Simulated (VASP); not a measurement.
# Ir: single point with PBE

The system is Ir.

```
Ir
1.0
     0.00000    1.91560    1.91560
     1.91560    0.00000    1.91560
     1.91560    1.91560    0.00000
Ir
1
Cartesian
  0.0000 0.0000 0.0000
```

- Program: VASP 6.6.1
- Task: single point
- Functional: PBE
- Potentials or basis: VASP PAW PBE potentials, release 64 (Ir)
- Cutoff: 520 eV
- k mesh: 12 × 12 × 12
- Occupations: gaussian, width 0.022 eV
- Spin: no spin polarisation
- Dipole correction: no
- Further INCAR settings: ALGO = Normal; EDIFF = 1e-07; NBANDS = 10

```
Pressure : 11.8 GPa
```

Levels at points of the mesh, in eV from the Fermi level:
| k point | band 1 | band 2 | band 3 | band 4 | band 5 | band 6 | band 7 | band 8 | band 9 |
| --- | --- | --- | --- | --- | --- | --- | --- | --- | --- |
| (0.00, 0.00, 0.00) | -11.22 | -3.95 | -3.95 | -3.95 | -1.24 | -1.24 | 14.29 | 19.91 | 19.91 |
| (0.50, 0.00, 0.00) | -8.20 | -4.06 | -4.06 | -0.81 | 0.88 | 0.88 | 7.30 | 13.83 | 19.82 |
| (0.50, 0.50, 0.00) | -8.02 | -7.44 | 0.84 | 1.46 | 1.46 | 1.67 | 10.57 | 11.71 | 11.71 |

It took 13 s on 1 thread of AMD EPYC 7R13, with other jobs on the host, peak memory 0.1 GiB.

Caveat: spin-orbit coupling is left out, which moves the levels of the heavy elements.
